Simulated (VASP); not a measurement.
Input of a VASP 6.6.1 run:

File POSCAR:

```
Ru
1.0
    2.6779464059      0.0000000000      0.0000000000
   -1.3389732029      2.3191696175      0.0000000000
    0.0000000000      0.0000000000      4.1821550676
Ru
2
Direct
    0.6666666667      0.3333333333      0.7500000000
    0.3333333333      0.6666666667      0.2500000000
```

INCAR.step1

```
SYSTEM = Ru
ALGO = Normal
EDIFF = 1E-5
ENCUT = 520
GGA = PE
ISIF = 2
ISMEAR = -1
LASPH = .TRUE.
LCHARG = .FALSE.
LREAL = .FALSE.
LWAVE = .TRUE.
NBANDS = 21
NELM = 60
PREC = Accurate
SIGMA = 0.05
```

The input INCAR.step2:

```
SYSTEM = Ru
AEXX = 0.25
ALGO = Normal
EDIFF = 1E-7
ENCUT = 520
GGA = PS
HFSCREEN = 0.207
ISIF = 2
ISMEAR = -1
ISTART = 1
LASPH = .TRUE.
LCHARG = .FALSE.
LHFCALC = .TRUE.
LREAL = .FALSE.
LWAVE = .FALSE.
NBANDS = 21
NELM = 60
PREC = Accurate
PRECFOCK = Normal
SIGMA = 0.05
```

KPOINTS

```
k-points
0
G
  6 6 3
  0 0 0
```

Potentials or basis: VASP PAW PBE potentials, release 64 (Ru_pv).

Run with:

```bash
$ cat potpaw_PBE.64/Ru_pv/POTCAR > POTCAR
$ cp INCAR.step1 INCAR
$ mpirun -np 1 vasp_std > vasp.out
$ cp INCAR.step2 INCAR
$ mpirun -np 1 vasp_std > vasp.out
```

Q: Estimate the band gap on the k mesh.

A: Zero (bands 14 and 15 overlap by 4.06 eV).

Q: What does it give for the pressure?

A: 0.9 GPa.

Stress tensor (GPa, compression positive):
```
0.83 0.00 0.00
0.00 0.83 0.00
0.00 0.00 0.97
```

Caveat: the k points lie up to 0.50 Å⁻¹ apart, too coarse for converged energies and pressures of a metal; the PAW data sets were made with another functional, which shifts forces and pressure a little.
